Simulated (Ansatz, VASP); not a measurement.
**HfB: VASP beside Ansatz**

Contents of INCAR:

```
SYSTEM = HfB
PREC = Accurate
ENCUT = 500
EDIFF = 1E-6
ISMEAR = 0
SIGMA = 0.1
LREAL = .FALSE.
LASPH = .TRUE.
NELM = 120
ALGO = Normal
ISIF = 2
LWAVE = .FALSE.
LCHARG = .FALSE.
GGA = PE
NBANDS = 14
GGA_COMPAT = .FALSE.
```

File KPOINTS:

```
regular mesh
0
G
  6 6 6
  0 0 0
```

File POSCAR:

```
HfB
1.0
    0.0000000000      2.3478755842      2.3478755842
    2.3478755842      0.0000000000      2.3478755842
    2.3478755842      2.3478755842      0.0000000000
Hf B
1 1
Direct
    0.5000000000      0.5000000000      0.5000000000
    0.0000000000      0.0000000000      0.0000000000
```

Input for Ansatz:

```yaml
crystal:
  lattice:
    - [0.0, 2.3478755842, 2.3478755842]
    - [2.3478755842, 0.0, 2.3478755842]
    - [2.3478755842, 2.3478755842, 0.0]
  atoms:
    - { symbol: Hf, position: [0.5, 0.5, 0.5] }
    - { symbol: B, position: [0.0, 0.0, 0.0] }
basis:
  ecutwfc: 420
kpoints:
  mp_grid: { grid: [6, 6, 6] }
hamiltonian:
  xc: pbe
scf:
  occupations: { method: gaussian, width: 0.1 }
  mixing: { algorithm: msr1, beta: 0.62, preconditioner: none }
  initial_density: { chi_scale: 0, normalization: atom }
  max_iter: 65
output:
  forces: true
  stress: true
  eigenvalues: true
```

Alike in both runs: task single point; functional PBE; k mesh 6 × 6 × 6; occupations gaussian, width 0.1 eV; no spin polarisation.

```csv
,VASP,Ansatz
version,VASP 6.6.1,Ansatz 0.2.0
potentials or method,"VASP PAW PBE potentials, release 64 (Hf_pv, B), cutoff 500 eV","scalar-relativistic, plane waves, PAW"
valence electrons in the cell,13,29
```

```tsv
	VASP	Ansatz	Ansatz less VASP
gap on the k mesh at the Fermi level (eV)	none	none	-
pressure (GPa)	18.0	17.5	-0.51
```

A gap of «none» marks a metal or a gap that the smearing closes. The functional is the same, so the differences come from potentials, cutoffs and numerics. VASP's potentials hold 13 valence electrons a cell and Ansatz's 29, so a difference there can come from the potentials and not from the codes.

The k mesh is coarse, so the values compare programs but aren't converged. Spin-orbit coupling is off throughout.
